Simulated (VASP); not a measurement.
# Rb (I4/mmm) in VASP: further runs

Runs on Rb. Level: PBE. Tasks: single point.

Program: VASP 6.6.1. These are calculated values, not measurements. Logs are shortened: lines on timing, memory, paths and dates and some standing lists are left out, and cuts for length are marked.

## 1. The cell of the first run

The structure is tetragonal, space group I4/mmm (No. 139). Conventional cell: a = 5.528 Å, b = 5.528 Å, c = 5.612 Å, α = 90.00°, β = 90.00°, γ = 90.00°.

## 2. Single point, PBE (strain -0.015 along x and y, +0.000 along z)

INCAR

```
SYSTEM = Rb
ALGO     = Fast           ! electronic algorithm
EDIFF    = 1E-6           ! SCF threshold, eV
ENCUT    = 520            ! plane-wave cutoff, eV
GGA      = PE             ! functional
ISIF     = 2              ! what is computed and relaxed
ISMEAR   = 0              ! smearing method
LASPH    = .True.         ! aspherical terms in the spheres
LCHARG   = .False.        ! write CHGCAR
LREAL    = .False.        ! projectors in reciprocal space
LWAVE    = .False.        ! write WAVECAR
NBANDS   = 10             ! bands
NELM     = 60             ! most SCF steps
PREC     = Accurate       ! precision mode
SIGMA    = 0.15           ! smearing width, eV
```

KPOINTS

```
k-points
0
Gamma
  12 12 12
  0 0 0
```

POSCAR

```
Rb
1.0
   -2.7639100000      2.7639100000      2.8060000000
    2.7639100000     -2.7639100000      2.8060000000
    2.7639100000      2.7639100000     -2.8060000000
Rb
1
Direct
    0.0000000000      0.0000000000      0.0000000000
```

Potentials or basis: VASP PAW PBE potentials, release 64 (Rb_sv).

The run is started by

```
$ cat potpaw_PBE.64/Rb_sv/POTCAR > POTCAR
$ mpirun -np 1 vasp_std > vasp.out
```

OUTCAR:

```text
SYSTEM = Rb
   EDIFF = 1E-6
   ENCUT = 520
   GGA = PE
   ISIF = 2
   ISMEAR = 0
   LASPH = .True.
   LREAL = .False.
   NELM = 60
   PREC = Accurate

 ion  position               nearest neighbor table
   1  0.000  0.000  0.000-

  LATTYP: Found a body centered tetragonal cell.
 ALAT       =     5.5278200000
 C/A-ratio  =     1.0152284264

  Lattice vectors:

 A1 = (  -2.7639100000,   2.7639100000,   2.8060000000)
 A2 = (   2.7639100000,  -2.7639100000,   2.8060000000)
 A3 = (   2.7639100000,   2.7639100000,  -2.8060000000)

Analysis of symmetry for initial positions (statically):
=====================================================================
 Subroutine PRICEL returns:
 Original cell was already a primitive cell.

 Routine SETGRP: Setting up the symmetry group for a
 body centered tetragonal supercell.

 Subroutine GETGRP returns: Found 16 space group operations
 (whereof 16 operations were pure point group operations)
 out of a pool of 16 trial point group operations.

The static configuration has the point symmetry D_4h.

Analysis of symmetry for dynamics (positions and initial velocities):
=====================================================================
 Subroutine PRICEL returns:
 Original cell was already a primitive cell.

 Routine SETGRP: Setting up the symmetry group for a
 body centered tetragonal supercell.

 Subroutine GETGRP returns: Found 16 space group operations
 (whereof 16 operations were pure point group operations)
 out of a pool of 16 trial point group operations.

The dynamic configuration has the point symmetry D_4h.

 Subroutine INISYM returns: Found 16 space group operations
 (whereof 16 operations are pure point group operations),
 and found     1 'primitive' translations

----------------------------------------------------------------------------------------

                                     Primitive cell

  volume of cell :      85.7424

  direct lattice vectors                    reciprocal lattice vectors
    -2.763910000  2.763910000  2.806000000     0.000000000  0.180903141  0.178189594
     2.763910000 -2.763910000  2.806000000     0.180903141  0.000000000  0.178189594
     2.763910000  2.763910000 -2.806000000     0.180903141  0.180903141  0.000000000

  length of vectors
     4.811655949  4.811655949  4.811655949     0.253924157  0.253924157  0.255835675

  position of ions in fractional coordinates (direct lattice)
     0.000000000  0.000000000  0.000000000

  ion indices of the primitive-cell ions
   primitive index   ion index
                 1           1

----------------------------------------------------------------------------------------

 KPOINTS: k-points

Automatic generation of k-mesh.
 Grid dimensions read from file:
 generate k-points for:   12   12   12

 Generating k-lattice:

  Cartesian coordinates                     Fractional coordinates (reciprocal lattice)
     0.000000000  0.015075262  0.014849133     0.083333333  0.000000000  0.000000000
     0.015075262  0.000000000  0.014849133     0.000000000  0.083333333  0.000000000
     0.015075262  0.015075262  0.000000000     0.000000000  0.000000000  0.083333333

  Length of vectors
     0.021160346  0.021160346  0.021319640

  Shift w.r.t. Gamma in fractional coordinates (k-lattice)
     0.000000000  0.000000000  0.000000000

 Subroutine IBZKPT returns following result:
 ===========================================

 Found    163 irreducible k-points:

 Following reciprocal coordinates:
            Coordinates               Weight
  0.000000  0.000000  0.000000      1.000000
  0.083333  0.000000 -0.000000      8.000000
  0.166667  0.000000 -0.000000      8.000000
  0.250000 -0.000000  0.000000      8.000000
  0.333333  0.000000 -0.000000      8.000000
  0.416667 -0.000000  0.000000      8.000000
[... 16 lines left out ...]
  0.500000  0.166667  0.000000     16.000000
 -0.416667  0.166667  0.000000     16.000000
 [... further k-points ...]
   k-points           NKPTS =    163   k-points in BZ     NKDIM =    163   number of bands    NBANDS=     10
   number of dos      NEDOS =    301   number of ions     NIONS =      1
   total plane-waves  NPLWV =  46656
   dimension x,y,z NGX =    36 NGY =   36 NGZ =   36
   dimension x,y,z NGXF=    72 NGYF=   72 NGZF=   72
   ions per type =               1
   NGX,Y,Z   is equivalent  to a cutoff of  12.44, 12.44, 12.44 a.u.
   NGXF,Y,Z  is equivalent  to a cutoff of  24.88, 24.88, 24.88 a.u.
 SYSTEM =  Rb
   PREC   = accura    normal or accurate (medium, high low for compatibility)
   ISTART =      0    job   : 0-new  1-cont  2-samecut
   ICHARG =      2    charge: 1-file 2-atom 10-const
   ISPIN  =      1    spin polarized calculation?
   LNONCOLLINEAR =      F non collinear calculations
   LSORBIT =      F    spin-orbit coupling
   LASPH  =      T    aspherical Exc in radial PAW
   ENCUT  =  520.0 eV  38.22 Ry    6.18 a.u.   8.95  8.95  8.95*2*pi/ulx,y,z
   NELM   =     60;   NELMIN=  2; NELMDL= -5     # of ELM steps
   EDIFF  = 0.1E-05   stopping-criterion for ELM
   LREAL  =      F    real-space projection
   EDIFFG = 0.1E-04   stopping-criterion for IOM
   NSW    =      0    number of steps for IOM
   IBRION =     -1    ionic relax: 0-MD 1-quasi-New 2-CG
   NFREE  =      0    steps in history (QN), initial steepest desc. (CG)
   ISIF   =      2    stress and relaxation
   ISYM   =      2    0-nonsym 1-usesym 2-fastsym
   POTIM  = 0.5000    time-step for ionic-motion
   TEBEG  =    0.0;   TEEND  =   0.0 temperature during run
   PSTRESS=    0.0 pullay stress
   NELECT =       9.0000    total number of electrons
   NUPDOWN=      -1.0000    fix difference up-down
   EMIN   =  10.00;   EMAX   =-10.00  energy-range for DOS
   EFERMI =   0.00;   METHOD = LEGACY
   ISMEAR =     0;   SIGMA  =   0.15  broadening in eV -4-tet -1-fermi 0-gaus
   EFERMI_NEDOS =   21; number of points for ismear=-14 and -15
   IALGO  =     68    algorithm
   IMIX   =      4    mixing-type and parameters
     AMIX     =   0.40;   BMIX     =  1.00
     AMIX_MAG =   1.60;   BMIX_MAG =  1.00
  volume/ion in A,a.u.               =      85.74       578.62
  Fermi-wavevector in a.u.,A,eV,Ry     =   0.772249  1.459338  8.114080  0.596368
  Thomas-Fermi vector in A             =   1.873840
   LORBIT       =      0    0 simple, 1 ext, 2 COOP (PROOUT), +10 PAW based schemes
   GGA     = PE    functional components
   LHFCALC =     F    Hartree Fock is set to
   AEXX    =    0.0000 exact exchange contribution
   IVDW    =     0    specifies the selected vdW correction
   LEPSILON=     F    determine dielectric tensor
   LRPA    =     F    only Hartree local field effects (RPA)
 non-spin polarized calculation
 RMM-DIIS sequential band-by-band and
 Gauss-broadening in eV      SIGMA  =   0.15
  energy-cutoff  :      520.00
  volume of cell :       85.74
 maximum number of plane-waves:      2342
   NGX = 17   NGY = 17   NGZ = 17

 number of electron       9.0000000 magnetization

 Free energy of the ion-electron system (eV)
  ---------------------------------------------------
  ext. energy  EPLUGINS =         0.00000000
  ---------------------------------------------------
  free energy    TOTEN  =        -0.93757266 eV

  energy without entropy =       -0.92638847  energy(sigma->0) =       -0.93198057

 E-fermi :   0.1459     XC(G=0):  -5.6117

 val. band max:        0.1452822425   @ k =  -0.3333   0.4167   0.1667
 cond. band min:       0.1619780407   @ k =   0.3333   0.1667  -0.0000
 fundamental gap:      0.0166957982
 Fermi energy:         0.1459270258

 k-point     1 :       0.0000    0.0000    0.0000
  band No.  band energies     occupation
      1     -28.7239      2.00000
      2     -12.7596      2.00000
      3     -12.7596      2.00000
      4     -12.7595      2.00000
      5      -1.9023      2.00000
      6       3.8581      0.00000
      7       3.8581      0.00000
      8       3.9368      0.00000
      9       4.8029      0.00000
     10       4.9135      0.00000

 k-point     2 :       0.0833    0.0000   -0.0000
  band No.  band energies     occupation
      1     -28.7235      2.00000
      2     -12.7677      2.00000
      3     -12.7622      2.00000
      4     -12.7595      2.00000
      5      -1.8160      2.00000
      6       3.7320      0.00000
      7       3.7721      0.00000
      8       3.9849      0.00000
      9       4.6378      0.00000
     10       4.8584      0.00000

 k-point     3 :       0.1667    0.0000   -0.0000
  band No.  band energies     occupation
      1     -28.7225      2.00000
      2     -12.7896      2.00000
      3     -12.7692      2.00000
      4     -12.7595      2.00000
      5      -1.5630      2.00000
      6       3.2637      0.00000
      7       3.5063      0.00000
      8       4.2215      0.00000
      9       4.5573      0.00000
     10       4.7962      0.00000

 k-point     4 :       0.2500   -0.0000    0.0000
  band No.  band energies     occupation
      1     -28.7211      2.00000
      2     -12.8192      2.00000
      3     -12.7788      2.00000
      4     -12.7594      2.00000
      5      -1.1612      2.00000
      6       2.6317      0.00000
      7       3.2153      0.00000
      8       4.6151      0.00000
      9       4.6503      0.00000
     10       4.7954      0.00000

 k-point     5 :       0.3333    0.0000   -0.0000
  band No.  band energies     occupation
      1     -28.7197      2.00000
      2     -12.8484      2.00000
      3     -12.7884      2.00000
      4     -12.7594      2.00000
      5      -0.6413      2.00000
      6       1.9965      0.00000
      7       2.9770      0.00000
      8       4.6960      0.00000
      9       4.9022      0.00000
     10       5.1489      0.00000

 k-point     6 :       0.4167   -0.0000    0.0000
  band No.  band energies     occupation
      1     -28.7187      2.00000
      2     -12.8694      2.00000
      3     -12.7953      2.00000
      4     -12.7593      2.00000
      5      -0.0559      1.94297
      6       1.3842      0.00000
      7       2.8249      0.00000
      8       4.5891      0.00000
      9       5.1328      0.00000
     10       5.9226      0.00000
[... 183 lines left out ...]
 k-point    21 :       0.3333    0.1667   -0.0000
  band No.  band energies     occupation
      1     -28.7183      2.00000
      2     -12.8619      2.00000
      3     -12.8044      2.00000
      4     -12.7684      2.00000
      5       0.1620      0.87972
      6       1.4861      0.00000
      7       2.4482      0.00000
      8       4.3429      0.00000
      9       5.0616      0.00000
     10       5.5469      0.00000

 k-point    22 :       0.4167    0.1667    0.0000
  band No.  band energies     occupation
      1     -28.7180      2.00000
      2     -12.8668      2.00000
      3     -12.8084      2.00000
      4     -12.7687      2.00000
      5       0.6392      0.00000
      6       1.0289      0.00000
      7       2.3936      0.00000
      8       4.2320      0.00000
      9       5.3664      0.00000
     10       5.3968      0.00000

 k-point    23 :       0.5000    0.1667    0.0000
  band No.  band energies     occupation
      1     -28.7183      2.00000
      2     -12.8623      2.00000
      3     -12.8042      2.00000
      4     -12.7688      2.00000
      5       0.1799      0.74873
      6       1.4680      0.00000
      7       2.4511      0.00000
      8       4.3389      0.00000
      9       5.0587      0.00000
     10       5.5716      0.00000

 k-point    24 :      -0.4167    0.1667    0.0000
  band No.  band energies     occupation
      1     -28.7192      2.00000
      2     -12.8492      2.00000
      3     -12.7937      2.00000
      4     -12.7683      2.00000
      5      -0.4061      2.00000
      6       2.0193      0.00000
      7       2.6111      0.00000
      8       4.4868      0.00000
      9       4.8639      0.00000
     10       5.4191      0.00000

 [... further k-points ...]
[... 5 lines left out ...]
  --------------------------------------------------------------------------------------
  -------------------------------------------------------------------------------------
  Total        0.1032270      0.1032270      0.1010579      0.0000000     -0.0000000      0.0000000
  in kB        1.9288935      1.9288935      1.8883620      0.0000000     -0.0000000      0.0000000
  external PRESSURE =       1.9153830 kB  Pullay stress =       0.0000000 kB

 VOLUME and BASIS-vectors are now :
 -----------------------------------------------------------------------------
  energy-cutoff  :      520.00
  volume of cell :       85.74
      direct lattice vectors                 reciprocal lattice vectors
    -2.763910000  2.763910000  2.806000000     0.000000000  0.180903141  0.178189594
     2.763910000 -2.763910000  2.806000000     0.180903141  0.000000000  0.178189594
     2.763910000  2.763910000 -2.806000000     0.180903141  0.180903141  0.000000000

 POSITION                                       TOTAL-FORCE (eV/Angst)
 -----------------------------------------------------------------------------------
      0.00000      0.00000      0.00000        -0.000000      0.000000     -0.000000
 -----------------------------------------------------------------------------------
    total drift:                               -0.000000      0.000000      0.000000

  FREE ENERGIE OF THE ION-ELECTRON SYSTEM (eV)
  ---------------------------------------------------
  free  energy   TOTEN  =        -0.9375726567 eV

  energy  without entropy=       -0.9263884743  energy(sigma->0) =       -0.93198057
```

Run time: 45 s. Hardware: 1 thread of Intel Xeon 6975P-C (Granite Rapids), shared host; peak memory 0.28 GiB.

Results:

| Property | Result |
| --- | --- |
| Free energy | -0.9376 eV |
| Pressure | 0.2 GPa |

Caveat: the cell differs from its parent crystal (strain -0.015 along x and y, +0.000 along z).

## 3. Single point, PBE (strain +0.000 along x and y, -0.015 along z)

INCAR

```
  PREC = Accurate
  ENCUT = 520
  EDIFF = 1E-6
  ISMEAR = 0
  SIGMA = 0.15
  LREAL = F
  LASPH = T
  NELM = 80
  ALGO = Fast
  ISIF = 2
  LWAVE = F
  LCHARG = F
  GGA = PE
  NBANDS = 10
```

KPOINTS

```
regular mesh
0
Gamma
  12 12 12
```

POSCAR

```
Rb
1.0
   -2.8060000000      2.8060000000      2.7639100000
    2.8060000000     -2.8060000000      2.7639100000
    2.8060000000      2.8060000000     -2.7639100000
Rb
1
Direct
    0.0000000000      0.0000000000      0.0000000000
```

Potentials or basis: VASP PAW PBE potentials, release 64 (Rb_sv).

The run is started by

```
$ cat potpaw_PBE.64/Rb_sv/POTCAR > POTCAR
$ mpirun -np 1 vasp_std > vasp.out
```

Run time: 42 s. Hardware: 1 thread of Intel Xeon 6975P-C (Granite Rapids), shared host; peak memory 0.28 GiB.

The run converged. Its results:

* Free energy: -0.9389 eV
* Pressure: 0.1 GPa

Levels at points of the mesh, in eV from the Fermi level:
| k point | band 3 | band 4 | band 5 | band 6 | band 7 | band 8 |
| --- | --- | --- | --- | --- | --- | --- |
| (0.00, 0.00, 0.00) | -12.91 | -12.91 | -2.03 | 3.67 | 3.75 | 3.75 |
| (0.50, 0.00, 0.00) | -12.95 | -12.91 | 0.24 | 0.83 | 2.57 | 4.37 |
| (0.50, 0.50, 0.00) | -12.95 | -12.91 | 0.22 | 0.79 | 2.65 | 4.31 |
| (0.50, 0.50, 0.50) | -12.99 | -12.99 | 1.21 | 1.25 | 3.32 | 3.32 |

Caveat: the cell differs from its parent crystal (strain +0.000 along x and y, -0.015 along z).

## 4. Single point, PBE (strain -0.015 along x and y, +0.015 along z)

INCAR

```
SYSTEM = Rb
  ALGO = Fast
  EDIFF = 1E-6
  ENCUT = 520
  GGA = PE
  ISIF = 2
  ISMEAR = 0
  LASPH = .True.
  LCHARG = .False.
  LREAL = .False.
  LWAVE = .False.
  NBANDS = 10
  NELM = 80
  PREC = Accurate
  SIGMA = 0.15
```

KPOINTS

```
k-points
0
Gamma
  12 12 12
  0 0 0
```

POSCAR

```
Rb
1.0
   -2.7639100000      2.7639100000      2.8480900000
    2.7639100000     -2.7639100000      2.8480900000
    2.7639100000      2.7639100000     -2.8480900000
Rb
1
Direct
    0.0000000000      0.0000000000      0.0000000000
```

The run is started by

```
$ cat potpaw_PBE.64/Rb_sv/POTCAR > POTCAR
$ mpirun -np 1 vasp_std > vasp.out
```

Wall time 48 s (1 thread of Intel Xeon 6975P-C (Granite Rapids), shared host); peak memory 0.28 GiB.

Results (log left out):

```
Free energy : -0.9389 eV
Pressure    : 0.1 GPa
```

Levels at points of the mesh, in eV from the Fermi level:
```csv
k point,band 1,band 2,band 3,band 4,band 5,band 6,band 7,band 8,band 9
"(0.00, 0.00, 0.00)",-28.88,-12.91,-12.91,-12.91,-2.03,3.68,3.68,3.83,4.58
"(0.50, 0.00, 0.00)",-28.87,-13.03,-12.95,-12.91,0.22,0.79,2.65,4.31,5.30
"(0.50, 0.50, 0.00)",-28.87,-13.03,-12.95,-12.92,0.27,0.87,2.49,4.43,5.20
"(0.50, 0.50, 0.50)",-28.87,-13.00,-12.99,-12.99,1.19,1.27,3.17,3.47,3.47
```

Caveat: the cell differs from its parent crystal (strain -0.015 along x and y, +0.015 along z).

(Part 1 of 2 ends here.)
